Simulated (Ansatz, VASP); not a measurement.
## Two plane-wave programs on Cu

INCAR

```
SYSTEM = Cu
  PREC = Accurate
  ENCUT = 520
  EDIFF = 1E-6
  ISMEAR = 0
  SIGMA = 0.02
  LREAL = .FALSE.
  LASPH = .TRUE.
  NELM = 60
  ALGO = Fast
  ISIF = 2
  LWAVE = .FALSE.
  LCHARG = .FALSE.
  GGA = PE
  NBANDS = 12
```

Contents of KPOINTS:

```
Automatic mesh
0
G
  20 20 20
  0 0 0
```

The input POSCAR:

```
Cu
1.0
   -1.4427933200      1.4427933200      1.3760814500
    1.4427933200     -1.4427933200      1.3760814500
    1.4427933200      1.4427933200     -1.3760814500
Cu
1
Direct
    0.0000000000      0.0000000000      0.0000000000
```

Input for Ansatz:

```yaml
crystal:
  lattice:
    - [-1.44279332, 1.44279332, 1.37608145]
    - [1.44279332, -1.44279332, 1.37608145]
    - [1.44279332, 1.44279332, -1.37608145]
  atoms:
    - { symbol: Cu, position: [0.0, 0.0, 0.0] }
basis:
  ecutwfc: 420
kpoints:
  mp_grid: { grid: [20, 20, 20] }
hamiltonian:
  xc: pbe
scf:
  occupations: { method: gaussian, width: 0.02 }
output:
  forces: true
  stress: true
  eigenvalues: true
```

Alike in both runs: task single point; functional PBE; k mesh 20 × 20 × 20; occupations gaussian, width 0.02 eV; no spin polarisation.

```csv
,VASP,Ansatz
version,VASP 6.6.1,Ansatz 0.2.0
potentials or method,"VASP PAW PBE potentials, release 64 (Cu), cutoff 520 eV","scalar-relativistic, plane waves, PAW"
valence electrons in the cell,11,19
```

```tsv
	VASP	Ansatz	Ansatz less VASP
gap on the k mesh at the Fermi level (eV)	none	none	-
pressure (GPa)	8.0	7.2	-0.75
traceless stress, the component that is largest in VASP (GPa)	-0.39	-0.40	-0.005
```

A gap of «none» marks a metal or a gap that the smearing closes. VASP's potentials hold 11 valence electrons a cell and Ansatz's 19, so a difference there can come from the potentials and not from the codes.
